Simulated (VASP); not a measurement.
Wanted: the native input for a VASP 6.6.1 run.

```
Task                   : single point
Functional             : PBE
Potentials or basis    : VASP PAW PBE potentials, release 64 (C)
Cutoff                 : 520 eV
k mesh                 : 6 × 3 × 1
Occupations            : gaussian, width 0.1 eV
Spin                   : no spin polarisation
Dipole correction      : yes
Further INCAR settings : ALGO = Normal; EDIFF = 1e-06; NBANDS = 38
```

The structure of C lies in POSCAR:

```
C
1.0
    4.9326910637      0.0000000000      0.0000000000
   -1.2331727659      8.7858796705      0.0000000000
    0.0000000000      0.0000000000     20.2907137603
C
13
Direct
    0.0197005045      0.0788020180      0.1971345142
    0.5197005045      0.0788020180      0.1971345142
    0.2746256306      0.0985025225      0.2311704236
    0.7746256306      0.0985025225      0.2311704236
    0.2844758829      0.1379035315      0.2992422423
    0.7844758829      0.1379035315      0.2992422423
    0.0392967055      0.1571967531      0.3324023561
    0.5392967055      0.1571967531      0.3324023561
    0.0496769843      0.1987214031      0.4035397279
    0.5496769843      0.1987214031      0.4035397279
    0.3040736562      0.2163109382      0.4332382717
    0.8040736562      0.2163109382      0.4332382717
    0.5540736562      0.2163109382      0.4845312704
```

One way to write it, as run:

INCAR

```
SYSTEM = C
PREC = Accurate ; ENCUT = 520
EDIFF = 1E-6 ; ISMEAR = 0
SIGMA = 0.1 ; LREAL = .False.
LASPH = .True. ; NELM = 60
ALGO = Normal ; ISIF = 2
LWAVE = .False. ; LCHARG = .False.
LDIPOL = .True. ; IDIPOL = 3
DIPOL = 0.5 0.5 0.329 ; GGA = PE
NBANDS = 38
```

KPOINTS

```
regular mesh
0
Gamma
  6 3 1
  0 0 0
```

Potentials or basis: VASP PAW PBE potentials, release 64 (C).

Command:

```sh
$ cat potpaw_PBE.64/C/POTCAR > POTCAR
$ mpirun -np 1 vasp_std > vasp.out
```

It gave:

The largest force is 7.010 eV/Å and the band gap on the k mesh is zero (filled and empty bands overlap).

Wall time 20 min on 1 thread of AMD EPYC 7R13, on a shared host, peak memory 0.9 GiB.
